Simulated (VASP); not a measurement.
Set up this calculation in VASP 6.6.1, as the native input.

```
Task                   : single point
Functional             : PBE
Potentials or basis    : VASP PAW PBE potentials, release 64 (C)
Cutoff                 : 520 eV
k mesh                 : 12 × 12 × 1
Occupations            : fermi-dirac, width 0.02 eV
Spin                   : no spin polarisation
Dipole correction      : yes
Further INCAR settings : ALGO = Normal; EDIFF = 1e-06; NBANDS = 16
```

The structure of C lies in POSCAR:

```
C
1.0
    2.5255274270      0.0000000000      0.0000000000
    0.0000000000      2.5255274270      0.0000000000
    0.0000000000      0.0000000000      9.4981000000
C
4
Direct
    0.0000000000      0.2500000000      0.3684946139
    0.5000000000      0.2500000000      0.4378881152
    0.5000000000      0.7500000000      0.5621118850
    0.0000000000      0.7500000000      0.6315053861
```

One way to write it, as run:

INCAR

```
  ALGO = Normal
  DIPOL = 0.5 0.5 0.500
  EDIFF = 1E-6
  ENCUT = 520
  GGA = PE
  IDIPOL = 3
  ISIF = 2
  ISMEAR = -1
  LASPH = True
  LCHARG = False
  LDIPOL = True
  LREAL = False
  LWAVE = False
  NBANDS = 16
  NELM = 60
  PREC = Accurate
  SIGMA = 0.02
```

KPOINTS

```
k-points
0
Gamma
  12 12 1
```

Potentials or basis: VASP PAW PBE potentials, release 64 (C).

Run with:

```sh
$ cat potpaw_PBE.64/C/POTCAR > POTCAR
$ mpirun -np 1 vasp_std > vasp.out
```

It gave:

```
Largest force          : 0.032 eV/Å
Band gap on the k mesh : zero (band 8 reaches 0.23 eV, above the bottom of band 9 at -0.93 eV)
```

Wall time 25 s on 1 thread of AMD EPYC 9R45 96-Core Processor (Zen 5), on a shared host, peak memory 0.15 GiB.
